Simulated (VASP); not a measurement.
# La (Im-3m) in VASP: further runs, part 2 of 2

VASP 6.6.1.

## 4. Single point, PBEsol

This run uses another cell than the first one, of 34.49 Å³/atom.

INCAR

```
PREC = Accurate
ENCUT = 520
EDIFF = 1E-6
ISMEAR = -1
SIGMA = 0.05
LREAL = False
LASPH = True
NELM = 80
ALGO = Fast
ISIF = 2
LWAVE = False
LCHARG = True
GGA = PS
LELF = True
LVHAR = True
NBANDS = 12
```

KPOINTS

```
regular mesh
0
Gamma
  9 9 9
```

POSCAR

```
La
1.0
   -2.0505963411      2.0505963411      2.0505963411
    2.0505963411     -2.0505963411      2.0505963411
    2.0505963411      2.0505963411     -2.0505963411
La
1
Direct
    0.0000000000      0.0000000000      0.0000000000
```

Potentials or basis: VASP PAW PBE potentials, release 64 (La).

Launch:

```console
cat potpaw_PBE.64/La/POTCAR > POTCAR
mpirun -np 1 vasp_std > vasp.out
```

OUTCAR:

```text
PREC = Accurate
   ENCUT = 520
   EDIFF = 1E-6
   ISMEAR = -1
   LREAL = False
   LASPH = True
   NELM = 80
   ISIF = 2
   GGA = PS

 ion  position               nearest neighbor table
   1  0.000  0.000  0.000-

  LATTYP: Found a body centered cubic cell.
 ALAT       =     4.1011926822

  Lattice vectors:

 A1 = (  -2.0505963411,   2.0505963411,   2.0505963411)
 A2 = (   2.0505963411,  -2.0505963411,   2.0505963411)
[... 537 lines left out ...]
     10      10.6914      0.00000
     11      10.8692      0.00000
     12      10.9160      0.00000

 [... further k-points ...]

------------------------ aborting loop because EDIFF is reached ----------------------------------------

  FORCE on cell =-STRESS in cart. coord.  units (eV):
  Direction    XX          YY          ZZ          XY          YZ          ZX
  --------------------------------------------------------------------------------------
  -------------------------------------------------------------------------------------
  Total        0.0021931      0.0021931      0.0021931      0.0000000      0.0000000      0.0000000
  in kB        0.1018745      0.1018745      0.1018745      0.0000000      0.0000000      0.0000000
  external PRESSURE =       0.1018745 kB  Pullay stress =       0.0000000 kB

 VOLUME and BASIS-vectors are now :
 -----------------------------------------------------------------------------
  energy-cutoff  :      520.00
  volume of cell :       34.49
      direct lattice vectors                 reciprocal lattice vectors
    -2.050596341  2.050596341  2.050596341     0.000000000  0.243831509  0.243831509
     2.050596341 -2.050596341  2.050596341     0.243831509  0.000000000  0.243831509
     2.050596341  2.050596341 -2.050596341     0.243831509  0.243831509  0.000000000

 POSITION                                       TOTAL-FORCE (eV/Angst)
 -----------------------------------------------------------------------------------
      0.00000      0.00000      0.00000         0.000000      0.000000     -0.000000
 -----------------------------------------------------------------------------------
    total drift:                                0.000000     -0.000000     -0.000000

  FREE ENERGIE OF THE ION-ELECTRON SYSTEM (eV)
  ---------------------------------------------------
  free  energy   TOTEN  =        -5.2254607016 eV

  energy  without entropy=       -5.2022996246  energy(sigma->0) =       -5.21388016
```

OSZICAR:

```text
N       E                     dE             d eps       ncg     rms          rms(c)
DAV:   1     0.944927331811E+02    0.94493E+02   -0.38221E+03   848   0.117E+03
DAV:   2     0.798273383144E+00   -0.93694E+02   -0.90040E+02  1088   0.183E+02
DAV:   3    -0.495776320259E+01   -0.57560E+01   -0.54476E+01  1200   0.728E+01
[... 21 lines left out ...]
RMM:  25    -0.522545776423E+01   -0.76321E-06   -0.15057E-05  1035   0.291E-02    0.324E-03
RMM:  26    -0.522545921558E+01   -0.14514E-05   -0.12315E-05   986   0.217E-02    0.366E-03
RMM:  27    -0.522546062204E+01   -0.14065E-05   -0.80829E-06  1027   0.224E-02    0.509E-03
RMM:  28    -0.522546048778E+01    0.13426E-06   -0.13528E-05  1047   0.264E-02    0.587E-03
RMM:  29    -0.522546070160E+01   -0.21382E-06   -0.72776E-06  1083   0.210E-02
   1 F= -.52254607E+01 E0= -.52138802E+01  d E =-.231611E-01
```

stdout:

```text
POSCAR found type information on POSCAR La
 POSCAR found :  1 types and       1 ions
 scaLAPACK will be used
 -----------------------------------------------------------------------------
|                                                                             |
|                                                                             |
|     You enforced a specific xc type in the INCAR file but a different       |
|     I HOPE YOU KNOW WHAT YOU ARE DOING!                                     |
|                                                                             |
 -----------------------------------------------------------------------------

 LDA part: xc-table for (Slater+PW92), standard interpolation
 POSCAR, INCAR and KPOINTS ok, starting setup
 FFT: planning ... GRIDC
 FFT: planning ... GRID_SOFT
 FFT: planning ... GRID
 WAVECAR not read
 entering main loop
WARNING in EDDRMM: call to ZHEGV failed, returncode =   6  3      7
```

Run time: 76 s. Hardware: 1 thread of Intel Xeon 8259CL, shared host; peak memory 0.17 GiB.

What came out:

```
Free energy            : -5.2255 eV
Pressure               : 0.0 GPa
Band gap on the k mesh : zero (an odd number of electrons rules out a gap without spin polarisation)
```

Caveat: the PAW data sets were made with another functional, which shifts forces and pressure a little; spin-orbit coupling is left out, which moves the levels of the heavy elements.

## 5. The runs side by side

```tsv
cell	gap on the mesh (eV)	pressure (GPa)
a = 3.378 Å, angles 109.5°, 1 atom	none	5.1
a = 3.478 Å, angles 109.5°, 1 atom	none	2.0
a = 3.552 Å, angles 109.5°, 1 atom	none	0.0
```

Alike in all rows: task single point; level PBEsol; potentials or basis VASP PAW PBE potentials, release 64 (La); no spin polarisation; k mesh 9 × 9 × 9; cutoff (eV) 520; smearing fermi-dirac 0.05 eV.

Caveats: the PAW data sets were made with another functional, which shifts forces and pressure a little; spin-orbit coupling is left out, which moves the levels of the heavy elements; the cell stands under pressure (at least some runs).

Total energies depend on the potentials used, so only differences within one code and one set of settings carry meaning.
